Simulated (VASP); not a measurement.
Wanted: the native input for a VASP 6.6.1 run.

```yaml
Task: single point
Functional: PBE
Potentials_or_basis: VASP PAW PBE potentials, release 64 (Os)
Cutoff: 520 eV
k_mesh: 21 × 21 × 12
Occupations: fermi-dirac, width 0.1 eV
Spin: no spin polarisation
Dipole_correction: no
Further_INCAR_settings: ALGO = Normal; EDIFF = 1e-06; NBANDS = 15
```

The structure of Os lies in POSCAR:

```
Os
1.0
    2.8275438045      0.0000000000      0.0000000000
   -1.4137719022      2.4487247650      0.0000000000
    0.0000000000      0.0000000000      4.4554996435
Os
2
Direct
    0.3333333333      0.6666666667      0.2500000000
    0.6666666667      0.3333333333      0.7500000000
```

One way to write it, as run:

INCAR

```
  PREC = Accurate
  ENCUT = 520
  EDIFF = 1E-6
  ISMEAR = -1
  SIGMA = 0.1
  LREAL = False
  LASPH = True
  NELM = 80
  ALGO = Normal
  ISIF = 2
  LWAVE = False
  LCHARG = False
  GGA = PE
  NBANDS = 15
```

KPOINTS

```
regular mesh
0
Gamma
  21 21 12
```

Potentials or basis: VASP PAW PBE potentials, release 64 (Os).

Command:

```sh
$ cat potpaw_PBE.64/Os/POTCAR > POTCAR
$ mpirun -np 1 vasp_std > vasp.out
```

It gave:

The pressure is -25.8 GPa and the band gap on the k mesh is zero (bands 8 and 9 overlap by 3.31 eV).

Caveat: the cell stands under tension; spin-orbit coupling is left out, which moves the levels of the heavy elements.

It took 43 s on 1 thread of Intel(R) Xeon(R) 6975P-C (Granite Rapids), on a shared host, peak memory 0.26 GiB.
